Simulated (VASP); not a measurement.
SrO: single point with PBE

The system is SrO.

```
Sr O
1.0
     0.00000    2.56630    2.56630
     2.56630    0.00000    2.56630
     2.56630    2.56630    0.00000
Sr O
1 1
Direct
  0.50000 0.50000 0.50000
  0.00000 0.00000 0.00000
```

```yaml
Program: VASP 6.6.1
Task: single point
Functional: PBE
Potentials_or_basis: VASP PAW PBE potentials, release 64 (Sr_sv, O)
Cutoff: 520 eV
k_mesh: 6 × 6 × 6
Occupations: gaussian, width 0.01 eV
Spin: no spin polarisation
```

The pressure is 3.9 GPa. The band gap on the k mesh is 3.26 eV, indirect (least direct gap 3.35 eV).

Levels at points of the mesh, in eV from the valence-band top:
```csv
k point,band 5,band 6,band 7,band 8,band 9,band 10,band 11,band 12
"(0.00, 0.00, 0.00)",-14.00,0.00,0.00,0.00,4.02,6.22,6.22,6.22
"(0.50, 0.00, 0.00)",-12.81,-2.18,-1.15,-1.15,6.58,8.50,8.88,8.88
"(0.50, 0.50, 0.00)",-14.37,-0.42,-0.08,-0.08,3.26,7.85,10.21,10.43
```

Run time: 7.2 s on 1 thread of Intel Xeon 6975P-C, with other jobs on the host, peak memory 0.16 GiB.

A k mesh can miss the band edges. A hybrid or GW would open this gap; PBE tends to underestimate it.
